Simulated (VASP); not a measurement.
Runs of VASP 6.6.1 on Ca3F. The structure is that of space group Pm-3m (No. 221), or close to it. The cells are those of the table. 

| task | cell | k mesh | cutoff (eV) | gap on the mesh (eV) | pressure (GPa) | relaxed volume (Å³/atom) |
| --- | --- | --- | --- | --- | --- | --- |
| single point | a = 4.532 Å, 4 atoms | 4 × 4 × 4 | 520 | none | 11.6 | - |
| relaxation of cell and atoms | relaxed from a = 4.532 Å, 4 atoms | 4 × 4 × 4 | 600 | none | 0.0 | (b) |
| relaxation of cell and atoms | relaxed from a = 4.514, b = 4.514, c = 4.468 Å, 4 atoms | 4 × 4 × 4 | 600 | none | 0.0 | 32.83 |
| single point | a = 5.194 Å, 4 atoms | 10 × 10 × 10 | 520 | none | (a) | - |
| single point | a = 4.514, b = 4.514, c = 4.468 Å, 4 atoms | 4 × 4 × 4 | 520 | none | 12.7 | - |
| single point | a = 5.212 Å, 4 atoms | 4 × 4 × 4 | 520 | none | -0.3 | - |

Alike in all rows: level PBE; potentials or basis VASP PAW PBE potentials, release 64 (Ca_sv, F); no spin polarisation; smearing gaussian 0.1 eV.

**Question.** Estimate the missing entries.

**Answer.** (a) -0.1; (b) 34.15.

Caveats: an odd number of electrons without spin polarisation forces a metal; a magnetic or distorted state may lie lower; the cell stands under pressure (at least some runs); the volume moved by over 15 % at a fixed basis, so the end points are rough (at least some runs).

A gap of «none» marks levels without a gap at the run's occupations.
